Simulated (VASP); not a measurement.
Runs of VASP 6.6.1 on SiC. The structure is that of space group Cm (No. 8), or close to it. The cells are those of the table. 

```csv
cell,gap on the mesh (eV),pressure (GPa),largest force (eV/Å)
"a = 3.094, b = 3.094, c = 10.139 Å, angles 87.8, 87.8, 60.0°, 8 atoms",(b),-0.4,1.22
"a = 3.094, b = 3.094, c = 10.898 Å, angles 71.4, 71.4, 60.0°, 8 atoms",(c),-1.9,1.50
"a = 3.094, b = 3.094, c = 10.373 Å, angles 79.3, 79.3, 60.0°, 8 atoms",0.46,-0.5,1.79
"a = 3.094, b = 3.094, c = 10.601 Å, angles 75.2, 75.2, 60.0°, 8 atoms",0.51,(a),0.74
"a = 3.094, b = 3.094, c = 10.218 Å, angles 83.5, 83.5, 60.0°, 8 atoms",0.63,-0.4,2.56
```

Alike in all rows: task single point; level PBE; potentials or basis VASP PAW PBE potentials, release 64 (Si, C); no spin polarisation; k mesh 10 × 10 × 3; cutoff (eV) 520; smearing gaussian 0.05 eV.

Q: Fill in the values left out.

A: (a) -2.1; (b) 1.76; (c) 0.36.

Caveats: forces of over 1 eV/Å act on the atoms, so gaps and moduli don't describe the material at rest (at least some runs); semilocal functionals underestimate gaps, and a narrow one can read as zero (at least some runs); the stress differs along the axes, from -6 to 3 GPa (at least some runs); the stress differs along the axes, from -7 to 9 GPa (at least some runs); the stress differs along the axes, from -7 to 3 GPa (at least some runs); the stress differs along the axes, from -5 to 8 GPa (at least some runs).

A k mesh can miss the band edges.
